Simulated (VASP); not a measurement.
## Si16Ge (a cell with a defect): single point with PBEsol

The system is Si16Ge (a cell with a defect).

```xyz
17
Lattice="0.0000 5.4300 5.4300 5.4300 0.0000 5.4300 5.4300 5.4300 0.0000" Properties=species:S:1:pos:R:3 pbc="T T T"
Si    0.0442   -0.0419    0.0380
Si    1.3977    1.3590    1.3156
Si    2.7682    2.6464   -0.0561
Si    4.1665    3.9765    1.4473
Si    2.6749   -0.0418    2.6708
Si    3.9601    1.2427    4.1839
Si    5.2837    2.5645    2.8629
Si    6.6933    3.9806    3.9813
Si    0.0982    2.8111    2.6151
Si    1.3975    4.1104    4.0672
Si    2.7681    5.4817    2.7794
Si    4.1795    6.8930    3.9629
Si    2.6747    2.7560    5.4681
Si    4.0759    4.1107    6.7455
Si    5.3623    5.4820    5.3738
Si    6.6919    6.8764    6.8747
Ge    7.9688    5.2484    5.6097
```

```yaml
Program: VASP 6.6.1
Task: single point
Functional: PBEsol
Potentials_or_basis: VASP PAW PBE potentials, release 64 (Si, Ge_d)
Cutoff: 520 eV
k_mesh: 2 × 2 × 2
Occupations: gaussian, width 0.05 eV
Spin: no spin polarisation
Dipole_correction: no
Further_INCAR_settings: LREAL = Auto; ALGO = Normal; EDIFF = 1e-06; NBANDS = 53
```

The pressure is 4.4 GPa, the largest force is 0.272 eV/Å and the band gap on the k mesh is zero (bands 39 and 40 overlap by 0.23 eV).

Forces in eV/Å, atoms in the order of the input:
```
Si  -0.033  0.009 -0.011
Si  -0.027 -0.029  0.028
Si  -0.032 -0.027  0.032
Si  -0.085  0.023 -0.017
Si   0.011  0.011  0.031
Si   0.092  0.091 -0.088
Si   0.066  0.067 -0.070
Si   0.029  0.018  0.082
Si  -0.047 -0.045  0.043
Si  -0.027 -0.027  0.028
Si  -0.031 -0.032  0.023
Si  -0.045 -0.045  0.044
Si   0.009 -0.031 -0.012
Si  -0.031 -0.027  0.027
Si  -0.033 -0.032  0.033
Si   0.029 -0.082 -0.013
Ge   0.154  0.157 -0.160
```

Stress tensor (GPa, compression positive):
```
 4.42 -0.18  0.19
-0.18  4.41  0.19
 0.19  0.19  4.41
```

Levels at points of the mesh, in eV from the Fermi level:
```csv
k point,band 37,band 38,band 39,band 40,band 41,band 42
"(0.00, 0.00, 0.00)",-0.67,-0.66,-0.41,-0.18,-0.17,0.01
"(0.50, 0.00, 0.00)",-1.41,-1.27,-0.22,0.32,0.68,0.78
"(0.00, 0.50, 0.00)",-1.41,-1.27,-0.22,0.32,0.68,0.78
"(0.00, 0.00, 0.50)",-1.36,-1.36,-0.34,0.40,0.41,1.02
"(0.50, 0.50, 0.50)",-1.41,-1.27,-0.22,0.32,0.68,0.78
"(0.50, 0.50, 0.00)",-1.80,-1.19,0.05,0.65,1.07,1.16
"(0.00, 0.50, 0.50)",-1.80,-1.19,0.05,0.64,1.07,1.16
"(0.50, 0.00, 0.50)",-1.80,-1.19,0.05,0.65,1.07,1.16
```

Run time: 110 s on 1 thread of Intel(R) Xeon(R) 6975P-C (Granite Rapids) (shared host), peak memory 0.49 GiB.

Caveat: the k points lie up to 0.50 Å⁻¹ apart; the PAW data sets were made with another functional, which shifts forces and pressure a little.
